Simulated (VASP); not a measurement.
**TiB2: relaxation of cell and atoms with PBEsol**

TiB2:

```xyz
3
Lattice="0.0000 2.3800 2.3800 2.3800 0.0000 2.3800 2.3800 2.3800 0.0000" Properties=species:S:1:pos:R:3 pbc="T T T"
Ti    0.0000    0.0000    0.0000
B     1.1900    1.1900    1.1900
B     3.5700    3.5700    3.5700
```

| Property | Result |
| --- | --- |
| Program | VASP 6.6.1 |
| Task | relaxation of cell and atoms |
| Functional | PBEsol |
| Potentials or basis | VASP PAW PBE potentials, release 64 (Ti_sv, B) |
| Cutoff | 500 eV |
| k mesh | 9 × 9 × 9 |
| Occupations | fermi-dirac, width 0.05 eV |
| Spin | no spin polarisation |
| Dipole correction | no |
| Further INCAR settings | ALGO = Normal; EDIFF = 1e-07; IBRION = 2; EDIFFG = -0.03; NSW = 80; ISIF = 3 |

The relaxed volume is 10.72 Å³/atom, the relaxed cell is a = 3.569 Å, b = 3.569 Å, c = 3.569 Å, α = 60.00°, β = 60.00°, γ = 60.00° and the space group after relaxing (to 0.1 Å) is Fm-3m (No. 225). The energy gained by relaxing is 180.4 meV/atom, the ionic steps are 3 and the pressure after relaxing is -0.2 GPa. The band gap on the k mesh is zero (bands 9 and 10 overlap by 1.77 eV).

The path:
```tsv
step	energy change (eV)	largest force (eV/Å)	pressure (GPa)	volume (Å³)
1	0.0000	0.0000	38.65	26.96
2	-0.3132	0.0000	-15.62	36.34
3	-0.5413	0.0000	-0.19	32.15
```

Final structure:
```
CELL_PARAMETERS angstrom
0.00000 2.52365 2.52365
2.52365 0.00000 2.52365
2.52365 2.52365 0.00000
ATOMIC_POSITIONS crystal
Ti 0.00000 0.00000 0.00000
B 0.25000 0.25000 0.25000
B 0.75000 0.75000 0.75000
```

Levels at points of the mesh, in eV from the Fermi level:
| k point | band 6 | band 7 | band 8 | band 9 | band 10 | band 11 | band 12 | band 13 |
| --- | --- | --- | --- | --- | --- | --- | --- | --- |
| (0.00, 0.00, 0.00) | -3.40 | -3.40 | -3.40 | 1.30 | 1.31 | 1.31 | 5.29 | 5.29 |

Wall time 84 s on 1 thread of Intel(R) Xeon(R) Platinum 8375C CPU @ 2.90GHz (Ice Lake), with other jobs on the host, peak memory 0.17 GiB.

Caveat: the volume moved by over 15 % at a fixed basis, so the end points are rough; the PAW data sets were made with another functional, which shifts forces and pressure a little.
